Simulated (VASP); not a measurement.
# TiO2 (I4_1/amd) in VASP: relaxation of volume and atoms at fixed shape with r2SCAN+D3(BJ)+U

Aim: the relaxation of volume and atoms at fixed shape of TiO2 with r2SCAN+D3(BJ)+U.

All numbers are computed with VASP 6.6.1; they aren't measurements. Logs are shortened: lines on timing, memory, paths and dates and some standing lists are left out, and cuts for length are marked.

**1. The cell of the first run**

It takes space group I4_1/amd (No. 141, tetragonal). The conventional cell has a = 3.784 Å, b = 3.784 Å, c = 9.515 Å, α = 90.00°, β = 90.00°, γ = 90.00°. Ti (site symmetry -4m2) has 6 O at 1.93 to 1.98 Å within 2.6 Å. Within 2.6 Å of O (site symmetry 2mm) lie 3 Ti at 1.93 to 1.98 Å and 2 O at 2.47 Å.

**2. Relaxation of volume and atoms at fixed shape, r2SCAN+D3(BJ)+U**

POSCAR reads:

```
TiO2
1.0
   -1.8921000000      1.8921000000      4.7573000000
    1.8921000000     -1.8921000000      4.7573000000
    1.8921000000      1.8921000000     -4.7573000000
Ti O
2 4
Direct
    0.0000000000      0.0000000000      0.0000000000
    0.7500000000      0.2500000000      0.5000000000
    0.2081000000      0.2081000000      0.0000000000
    0.9581000000      0.4581000000      0.5000000000
    0.5419000000      0.0419000000      0.5000000000
    0.7919000000      0.7919000000      0.0000000000
```

INCAR.step1 reads:

```
ALGO = Normal ; EDIFF = 1E-5
EDIFFG = -0.005 ; ENCUT = 660
GGA = PE ; GGA_COMPAT = False
IBRION = 2 ; ISIF = 3
ISMEAR = 0 ; KPAR = 4
LASPH = True ; LCHARG = False
LDAU = True ; LDAUJ = 0.9 0
LDAUL = 2 -1 ; LDAUTYPE = 1
LDAUU = 6.9 0 ; LMAXMIX = 4
LREAL = False ; LWAVE = True
NELM = 200 ; NELMIN = 4
NSW = 100 ; PREC = Accurate
SIGMA = 0.01
```

INCAR.step2 reads:

```
ALGO = Normal ; EDIFF = 1E-7
EDIFFG = -0.03 ; ENCUT = 660
GGA_COMPAT = False ; IBRION = 2
ISIF = 8 ; ISMEAR = 0
ISTART = 1 ; IVDW = 12
KPAR = 4 ; LASPH = True
LCHARG = False ; LDAU = True
LDAUJ = 0.9 0 ; LDAUL = 2 -1
LDAUPRINT = 1 ; LDAUTYPE = 1
LDAUU = 6.9 0 ; LMAXMIX = 4
LMIXTAU = True ; LREAL = False
LWAVE = False ; METAGGA = R2SCAN
NELM = 200 ; NELMIN = 4
NSW = 80 ; PREC = Accurate
SIGMA = 0.01 ; VDW_A1 = 0.49484001
VDW_A2 = 5.73083694 ; VDW_S6 = 1.0
VDW_S8 = 0.78981345
```

KPOINTS reads:

```
k-points
0
Gamma
  5 5 6
```

Potentials or basis: VASP PAW PBE potentials, release 64 (Ti_sv, O).

Command:

```sh
$ cat potpaw_PBE.64/Ti_sv/POTCAR potpaw_PBE.64/O/POTCAR > POTCAR
$ cp INCAR.step1 INCAR
$ mpirun -np 4 vasp_std > vasp.out
$ cp INCAR.step2 INCAR
$ mpirun -np 4 vasp_std > vasp.out
```

OUTCAR:

```text
EDIFF = 1E-7
   EDIFFG = -0.03
   ENCUT = 660
   IBRION = 2
   ISIF = 8
   ISMEAR = 0
   ISTART = 1
   IVDW = 12
   LASPH = True
   LREAL = False
   METAGGA = R2SCAN
   NELM = 200
   NELMIN = 4
   NSW = 80
   PREC = Accurate
 IVDW          = 12

 ion  position               nearest neighbor table
   1  0.000  0.000  0.000-   5 1.93   4 1.93   5 1.93   4 1.93   3 1.98   6 1.98
   2  0.750  0.250  0.500-   6 1.93   3 1.93   6 1.93   3 1.93   4 1.98   5 1.98
   3  0.208  0.208  0.000-   2 1.93   2 1.93   1 1.98
   4  0.958  0.458  0.500-   1 1.93   1 1.93   2 1.98
   5  0.542  0.042  0.500-   1 1.93   1 1.93   2 1.98
   6  0.792  0.792  0.000-   2 1.93   2 1.93   1 1.98

  LATTYP: Found a body centered tetragonal cell.
 ALAT       =     3.7842000000
 C/A-ratio  =     2.5142962846

  Lattice vectors:

 A1 = (  -1.8921000000,   1.8921000000,   4.7573000000)
 A2 = (   1.8921000000,  -1.8921000000,   4.7573000000)
 A3 = (   1.8921000000,   1.8921000000,  -4.7573000000)

Analysis of symmetry for initial positions (statically):
=====================================================================
 Subroutine PRICEL returns:
 Original cell was already a primitive cell.

 Routine SETGRP: Setting up the symmetry group for a
 body centered tetragonal supercell.

 Subroutine GETGRP returns: Found 16 space group operations
 (whereof  8 operations were pure point group operations)
 out of a pool of 16 trial point group operations.

The static configuration has the point symmetry D_2d.
 The point group associated with its full space group is D_4h.

Analysis of symmetry for dynamics (positions and initial velocities):
=====================================================================
 Subroutine PRICEL returns:
 Original cell was already a primitive cell.

 Routine SETGRP: Setting up the symmetry group for a
 body centered tetragonal supercell.

 Subroutine GETGRP returns: Found 16 space group operations
 (whereof  8 operations were pure point group operations)
 out of a pool of 16 trial point group operations.

The dynamic configuration has the point symmetry D_2d.
 The point group associated with its full space group is D_4h.

 Subroutine INISYM returns: Found 16 space group operations
 (whereof  8 operations are pure point group operations),
 and found     1 'primitive' translations

----------------------------------------------------------------------------------------

                                     Primitive cell

  volume of cell :      68.1253

  direct lattice vectors                    reciprocal lattice vectors
    -1.892100000  1.892100000  4.757300000     0.000000000  0.264256646  0.105101633
     1.892100000 -1.892100000  4.757300000     0.264256646  0.000000000  0.105101633
     1.892100000  1.892100000 -4.757300000     0.264256646  0.264256646  0.000000000

  length of vectors
     5.458203744  5.458203744  5.458203744     0.284390450  0.284390450  0.373715333

  position of ions in fractional coordinates (direct lattice)
     0.000000000  0.000000000  0.000000000
     0.750000000  0.250000000  0.500000000
     0.208100000  0.208100000  0.000000000
     0.958100000  0.458100000  0.500000000
     0.541900000  0.041900000  0.500000000
     0.791900000  0.791900000  0.000000000

  ion indices of the primitive-cell ions
   primitive index   ion index
                 1           1
                 2           2
                 3           3
                 4           4
                 5           5
                 6           6

----------------------------------------------------------------------------------------

 KPOINTS: k-points

Automatic generation of k-mesh.
 Grid dimensions read from file:
 generate k-points for:    5    5    6

 Generating k-lattice:

  Cartesian coordinates                     Fractional coordinates (reciprocal lattice)
     0.000000000  0.052851329  0.021020327     0.200000000  0.000000000  0.000000000
[... 79 lines left out ...]
   ENCUT  =  660.0 eV  48.51 Ry    6.96 a.u.  11.43 11.43 11.43*2*pi/ulx,y,z
   NELM   =    200;   NELMIN=  4; NELMDL=  0     # of ELM steps
   EDIFF  = 0.1E-06   stopping-criterion for ELM
   LREAL  =      F    real-space projection
   EDIFFG = -.3E-01   stopping-criterion for IOM
   NSW    =     80    number of steps for IOM
   IBRION =      2    ionic relax: 0-MD 1-quasi-New 2-CG
   NFREE  =      1    steps in history (QN), initial steepest desc. (CG)
   ISIF   =      8    stress and relaxation
   ISYM   =      2    0-nonsym 1-usesym 2-fastsym
   POTIM  = 0.5000    time-step for ionic-motion
   TEBEG  =    0.0;   TEEND  =   0.0 temperature during run
   PSTRESS=    0.0 pullay stress
   NELECT =      48.0000    total number of electrons
   NUPDOWN=      -1.0000    fix difference up-down
   EMIN   =  10.00;   EMAX   =-10.00  energy-range for DOS
   EFERMI =   0.00;   METHOD = LEGACY
   ISMEAR =     0;   SIGMA  =   0.01  broadening in eV -4-tet -1-fermi 0-gaus
   EFERMI_NEDOS =   21; number of points for ismear=-14 and -15
   IALGO  =     38    algorithm
   IMIX   =      4    mixing-type and parameters
     AMIX     =   0.40;   BMIX     =  1.00
     AMIX_MAG =   1.60;   BMIX_MAG =  1.00
  volume/ion in A,a.u.               =      11.35        76.62
  Fermi-wavevector in a.u.,A,eV,Ry     =   1.456752  2.752862 28.873289  2.122127
  Thomas-Fermi vector in A             =   2.573634
   LORBIT       =      0    0 simple, 1 ext, 2 COOP (PROOUT), +10 PAW based schemes
 LDA+U is selected, type is set to LDAUTYPE =  1
   angular momentum for each species LDAUL =     2   -1
   U (eV)           for each species LDAUU =   6.9  0.0
   J (eV)           for each species LDAUJ =   0.9  0.0
   METAGGA = R2SCAN    functional components
   LHFCALC =     F    Hartree Fock is set to
   AEXX    =    0.0000 exact exchange contribution
   IVDW    =    12    specifies the selected vdW correction
   LEPSILON=     F    determine dielectric tensor
   LRPA    =     F    only Hartree local field effects (RPA)
 conjugate gradient relaxation of ions
 non-spin polarized calculation
 Gauss-broadening in eV      SIGMA  =   0.01
  energy-cutoff  :      660.00
  volume of cell :       68.13
 maximum number of plane-waves:      2643
 NGX is ok and might be reduce to    48
   NGX = 23   NGY = 23   NGZ = 23

--------------------------------------- Ionic step        1  -------------------------------------------

 number of electron      47.9999997 magnetization

 Free energy of the ion-electron system (eV)
  ---------------------------------------------------
  ext. energy  EPLUGINS =         0.00000000
  ---------------------------------------------------
  free energy    TOTEN  =       -62.12329423 eV

  energy without entropy =      -62.12329423  energy(sigma->0) =      -62.12329423

------------------------ aborting loop because EDIFF is reached ----------------------------------------

 Edisp (eV)   -0.64531

 E8    (eV) :    -0.1995
[... 205 lines left out ...]
  FREE ENERGIE OF THE ION-ELECTRON SYSTEM (eV)
  ---------------------------------------------------
  free  energy   TOTEN  =       -62.8833493098 eV

  energy  without entropy=      -62.8833493098  energy(sigma->0) =      -62.88334931

atom =   1  type =  1  l = 2

 onsite density matrix

spin component  1

  0.0846  0.0000 -0.0000  0.0000 -0.0000
  0.0000  0.0824  0.0000  0.0000  0.0000
 -0.0000  0.0000  0.2367  0.0000  0.0000
  0.0000  0.0000  0.0000  0.0824  0.0000
 -0.0000  0.0000  0.0000  0.0000  0.2331

spin component  2

  0.0846  0.0000 -0.0000  0.0000 -0.0000
  0.0000  0.0824  0.0000  0.0000  0.0000
 -0.0000  0.0000  0.2367  0.0000  0.0000
  0.0000  0.0000  0.0000  0.0824  0.0000
 -0.0000  0.0000  0.0000  0.0000  0.2331

 occupancies and eigenvectors

  o =  0.0824  v =  0.0000  1.0000  0.0000  0.0000 -0.0000  0.0000  0.0000  0.0000  0.0000  0.0000      0.0000  0.0000  0.0000  0.0000  0.0000  0.0000  0.0000  0.0000  0.0000  0.0000
  o =  0.0824  v =  0.0000  0.0000  0.0000 -1.0000  0.0000  0.0000  0.0000  0.0000  0.0000  0.0000      0.0000  0.0000  0.0000  0.0000  0.0000  0.0000  0.0000  0.0000  0.0000  0.0000
  o =  0.0824  v =  0.0000  0.0000  0.0000  0.0000  0.0000  0.0000  1.0000  0.0000  0.0000 -0.0000      0.0000  0.0000  0.0000  0.0000  0.0000  0.0000  0.0000  0.0000  0.0000  0.0000
  o =  0.0824  v =  0.0000  0.0000  0.0000  0.0000  0.0000  0.0000  0.0000  0.0000 -1.0000  0.0000      0.0000  0.0000  0.0000  0.0000  0.0000  0.0000  0.0000  0.0000  0.0000  0.0000
  o =  0.0846  v =  0.0000  0.0000  0.0000  0.0000  0.0000  1.0000  0.0000  0.0000  0.0000  0.0000      0.0000  0.0000  0.0000  0.0000  0.0000  0.0000  0.0000  0.0000  0.0000  0.0000
  o =  0.0846  v =  1.0000  0.0000  0.0000  0.0000  0.0000  0.0000  0.0000  0.0000  0.0000  0.0000      0.0000  0.0000  0.0000  0.0000  0.0000  0.0000  0.0000  0.0000  0.0000  0.0000
  o =  0.2331  v =  0.0000  0.0000  0.0000  0.0000  0.0000  0.0000 -0.0000 -0.0000 -0.0000 -1.0000      0.0000  0.0000  0.0000  0.0000  0.0000  0.0000  0.0000  0.0000  0.0000  0.0000
  o =  0.2331  v =  0.0000 -0.0000 -0.0000 -0.0000 -1.0000  0.0000  0.0000  0.0000  0.0000  0.0000      0.0000  0.0000  0.0000  0.0000  0.0000  0.0000  0.0000  0.0000  0.0000  0.0000
  o =  0.2367  v =  0.0000  0.0000  0.0000  0.0000  0.0000  0.0000 -0.0000  1.0000  0.0000 -0.0000      0.0000  0.0000  0.0000  0.0000  0.0000  0.0000  0.0000  0.0000  0.0000  0.0000
  o =  0.2367  v =  0.0000 -0.0000  1.0000  0.0000 -0.0000  0.0000  0.0000  0.0000  0.0000  0.0000      0.0000  0.0000  0.0000  0.0000  0.0000  0.0000  0.0000  0.0000  0.0000  0.0000

atom =   2  type =  1  l = 2

 onsite density matrix

spin component  1

  0.0846  0.0000  0.0000  0.0000 -0.0000
  0.0000  0.0824  0.0000  0.0000  0.0000
  0.0000  0.0000  0.2367  0.0000 -0.0000
  0.0000  0.0000  0.0000  0.0824  0.0000
 -0.0000  0.0000 -0.0000  0.0000  0.2331

spin component  2

  0.0846  0.0000  0.0000  0.0000 -0.0000
  0.0000  0.0824  0.0000  0.0000  0.0000
  0.0000  0.0000  0.2367  0.0000 -0.0000
  0.0000  0.0000  0.0000  0.0824  0.0000
 -0.0000  0.0000 -0.0000  0.0000  0.2331

 occupancies and eigenvectors

  o =  0.0824  v =  0.0000  1.0000 -0.0000  0.0000 -0.0000  0.0000  0.0000  0.0000  0.0000  0.0000      0.0000  0.0000  0.0000  0.0000  0.0000  0.0000  0.0000  0.0000  0.0000  0.0000
  o =  0.0824  v =  0.0000  0.0000  0.0000  0.0000  0.0000  0.0000  1.0000 -0.0000  0.0000 -0.0000      0.0000  0.0000  0.0000  0.0000  0.0000  0.0000  0.0000  0.0000  0.0000  0.0000
  o =  0.0824  v =  0.0000  0.0000 -0.0000 -1.0000  0.0000  0.0000  0.0000  0.0000  0.0000  0.0000      0.0000  0.0000  0.0000  0.0000  0.0000  0.0000  0.0000  0.0000  0.0000  0.0000
  o =  0.0824  v =  0.0000  0.0000  0.0000  0.0000  0.0000  0.0000  0.0000 -0.0000 -1.0000  0.0000      0.0000  0.0000  0.0000  0.0000  0.0000  0.0000  0.0000  0.0000  0.0000  0.0000
  o =  0.0846  v =  1.0000  0.0000  0.0000  0.0000  0.0000  0.0000  0.0000  0.0000  0.0000  0.0000      0.0000  0.0000  0.0000  0.0000  0.0000  0.0000  0.0000  0.0000  0.0000  0.0000
  o =  0.0846  v =  0.0000  0.0000  0.0000  0.0000  0.0000  1.0000  0.0000  0.0000  0.0000  0.0000      0.0000  0.0000  0.0000  0.0000  0.0000  0.0000  0.0000  0.0000  0.0000  0.0000
  o =  0.2331  v =  0.0000  0.0000  0.0000  0.0000  0.0000  0.0000  0.0000 -0.0000  0.0000  1.0000      0.0000  0.0000  0.0000  0.0000  0.0000  0.0000  0.0000  0.0000  0.0000  0.0000
  o =  0.2331  v =  0.0000  0.0000 -0.0000  0.0000  1.0000  0.0000  0.0000  0.0000  0.0000  0.0000      0.0000  0.0000  0.0000  0.0000  0.0000  0.0000  0.0000  0.0000  0.0000  0.0000
  o =  0.2367  v =  0.0000  0.0000  0.0000  0.0000  0.0000  0.0000 -0.0000 -1.0000  0.0000 -0.0000      0.0000  0.0000  0.0000  0.0000  0.0000  0.0000  0.0000  0.0000  0.0000  0.0000
  o =  0.2367  v =  0.0000 -0.0000 -1.0000  0.0000 -0.0000  0.0000  0.0000  0.0000  0.0000  0.0000      0.0000  0.0000  0.0000  0.0000  0.0000  0.0000  0.0000  0.0000  0.0000  0.0000

--------------------------------------- Ionic step        6  -------------------------------------------

 number of electron      48.0000002 magnetization

 Free energy of the ion-electron system (eV)
  ---------------------------------------------------
  ext. energy  EPLUGINS =         0.00000000
  ---------------------------------------------------
  free energy    TOTEN  =       -62.26933108 eV

  energy without entropy =      -62.26933108  energy(sigma->0) =      -62.26933108

 E-fermi :   3.1399     XC(G=0): -11.2175

 val. band max:        2.9620455046   @ k =  -0.4000   0.4000   0.0000
 cond. band min:       6.3609798376   @ k =   0.0000   0.0000   0.0000
 fundamental gap:      3.3989343331
 Fermi energy:         3.1399294707

 k-point     1 :       0.0000    0.0000    0.0000
  band No.  band energies     occupation
      1     -57.3020      2.00000
      2     -57.2565      2.00000
      3     -32.5650      2.00000
      4     -32.3704      2.00000
      5     -32.3703      2.00000
      6     -32.3149      2.00000
[... 733 lines left out ...]
     27       7.8438      0.00000
     28       7.8985      0.00000

 [... further k-points ...]

------------------------ aborting loop because EDIFF is reached ----------------------------------------

 Edisp (eV)   -0.61453

 E8    (eV) :    -0.1901
[... 29 lines left out ...]
  FREE ENERGIE OF THE ION-ELECTRON SYSTEM (eV)
  ---------------------------------------------------
  free  energy   TOTEN  =       -62.8838647196 eV

  energy  without entropy=      -62.8838647196  energy(sigma->0) =      -62.88386472

 reached required accuracy - stopping structural energy minimisation
```

It took 18 min on 4 MPI ranks of AMD EPYC 9R45 (Zen 5), shared host; peak memory 0.44 GiB.

Results:

```
Free energy                           : -62.8839 eV
Relaxed volume                        : 11.92 Å³/atom
Relaxed cell                          : a = 5.548 Å, b = 5.548 Å, c = 5.548 Å, α = 139.43°, β = 139.43°, γ = 58.71°
Space group after relaxing (to 0.1 Å) : I4_1/amd (No. 141)
Energy gained by relaxing             : 19.2 meV/atom
Ionic steps                           : 6
Pressure after relaxing               : 0.0 GPa
Band gap on the k mesh                : 3.40 eV (least direct gap 3.82 eV)
Dispersion energy per atom            : -0.102 eV
```

Forces on the atoms (eV/Å):
```
Ti   0.000  0.000  0.000
Ti   0.000  0.000  0.000
O    0.000  0.000  0.002
O    0.000  0.000  0.002
O    0.000  0.000 -0.002
O    0.000  0.000 -0.002
```

Step by step:
```tsv
step	energy change (eV)	largest force (eV/Å)	pressure (GPa)	volume (Å³)
1	0.0000	0.2206	11.55	68.13
2	0.1306	0.6014	-13.58	76.52
3	-0.1121	0.1516	-0.06	71.37
4	-0.1122	0.1449	0.15	71.31
5	-0.1147	0.0590	0.08	71.44
6	-0.1153	0.0023	0.04	71.53
```

Final structure:
```
Ti O
1.0
    -1.92312    1.92312    4.83530
     1.92312   -1.92312    4.83530
     1.92312    1.92312   -4.83530
Ti O
2 4
Cartesian
  0.0000 0.0000 0.0000
  0.0000 1.9231 2.4176
  0.0000 0.0000 2.0065
  0.0000 1.9231 4.4242
  0.0000 1.9231 0.4111
  0.0000 0.0000 7.6641
```

Eigenvalues of the final occupation matrices:
```tsv
site	spin	trace	eigenvalues
site 1 d	1	0.72	0.08 0.08 0.08 0.23 0.24
site 1 d	2	0.72	0.08 0.08 0.08 0.23 0.24
site 2 d	1	0.72	0.08 0.08 0.08 0.23 0.24
site 2 d	2	0.72	0.08 0.08 0.08 0.23 0.24
```

Caveat: the PAW data sets were made with another functional, which shifts forces and pressure a little. Zero-point motion and thermal expansion aren't in these numbers.
